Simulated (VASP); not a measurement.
Wanted: the native input for a VASP 6.6.1 run.

```yaml
Task: single point
Functional: PBE
Potentials_or_basis: VASP PAW PBE potentials, release 64 (Al, N)
Cutoff: 520 eV
k_mesh: 6 × 6 × 6
Occupations: gaussian, width 0.05 eV
Spin: no spin polarisation
Dipole_correction: no
Further_INCAR_settings: ALGO = Normal; EDIFF = 1e-07; NBANDS = 16
```

The structure of AlN lies in POSCAR:

```
AlN
1.0
    0.0000000000     -2.2015682416     -2.2015682416
   -2.2015682416      0.0000000000     -2.2015682416
    2.2015682416      2.2015682416     -4.4031364832
Al N
2 2
Direct
   -0.0090083348      0.0353384781     -0.0008842550
    0.5072398248      0.4628930118      0.4991157450
    0.3694237462      0.4091607263      0.8767033313
    0.8839829163      0.8442459362      0.3767033313
```

This cell differs from its parent crystal: mode 4 frozen in at -0.102 Å and mode 10 at -0.015 Å (largest displacements).

The input as run:

INCAR

```
SYSTEM = AlN
PREC = Accurate
ENCUT = 520
EDIFF = 1E-7
ISMEAR = 0
SIGMA = 0.05
LREAL = .FALSE.
LASPH = .TRUE.
NELM = 60
ALGO = Normal
ISIF = 2
LWAVE = .FALSE.
LCHARG = .FALSE.
GGA = PE
NBANDS = 16
```

KPOINTS

```
regular mesh
0
G
  6 6 6
  0 0 0
```

Potentials or basis: VASP PAW PBE potentials, release 64 (Al, N).

Launch:

```sh
$ cat potpaw_PBE.64/Al/POTCAR potpaw_PBE.64/N/POTCAR > POTCAR
$ mpirun -np 1 vasp_std > vasp.out
```

It gave:

```json
{"Pressure": "-0.5 GPa", "Largest force": "0.776 eV/Å", "Band gap on the k mesh": "3.19 eV, indirect (least direct gap 3.69 eV)"}
```

Caveat: the cell differs from its parent crystal (mode 4 frozen in at -0.102 Å and mode 10 at -0.015 Å (largest displacements)).

Wall time 53 s on 1 thread of AMD EPYC 7R43 64-Core Processor (Zen 3), with other jobs on the host, peak memory 0.16 GiB.
